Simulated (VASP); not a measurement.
## Re: single point with PBE

The system is Re.

```
Re
1.0
     2.76534    0.00000    0.00000
    -1.38267    2.39485    0.00000
     0.00000    0.00000    4.47358
Re
2
Cartesian
  -0.1388 1.5511 1.1184
  0.4845 2.6399 3.3552
```

```json
{
  "Program": "VASP 6.6.1",
  "Task": "single point",
  "Functional": "PBE",
  "Potentials or basis": "VASP PAW PBE potentials, release 64 (Re_sv_GW)",
  "Cutoff": "410 eV",
  "k mesh": "9 × 9 × 5",
  "Occupations": "fermi-dirac, width 0.05 eV",
  "Spin": "no spin polarisation"
}
```

```json
{
  "Pressure": "11.2 GPa",
  "Largest force": "0.067 eV/Å",
  "Band gap on the k mesh": "zero (bands 15 and 16 overlap by 3.63 eV)"
}
```

Forces in eV/Å, atoms in the order of the input:
```
Re   0.067 -0.010  0.000
Re  -0.067  0.010  0.000
```

Stress tensor (GPa, compression positive):
```
-2.31 16.14  0.00
16.14 15.99  0.00
 0.00  0.00 20.02
```

Levels at points of the mesh, in eV from the Fermi level:
| k point | band 12 | band 13 | band 14 | band 15 | band 16 | band 17 | band 18 | band 19 |
| --- | --- | --- | --- | --- | --- | --- | --- | --- |
| (0.00, 0.00, 0.00) | -2.57 | -1.85 | -1.33 | -0.78 | -0.73 | -0.12 | 0.09 | 2.25 |

It took 33 s on 1 thread of AMD EPYC 7R13 Processor (Zen 3) (shared host), peak memory 0.13 GiB.

Caveat: the stress differs along the axes, from -2 to 20 GPa; spin-orbit coupling is left out, which moves the levels of the heavy elements.
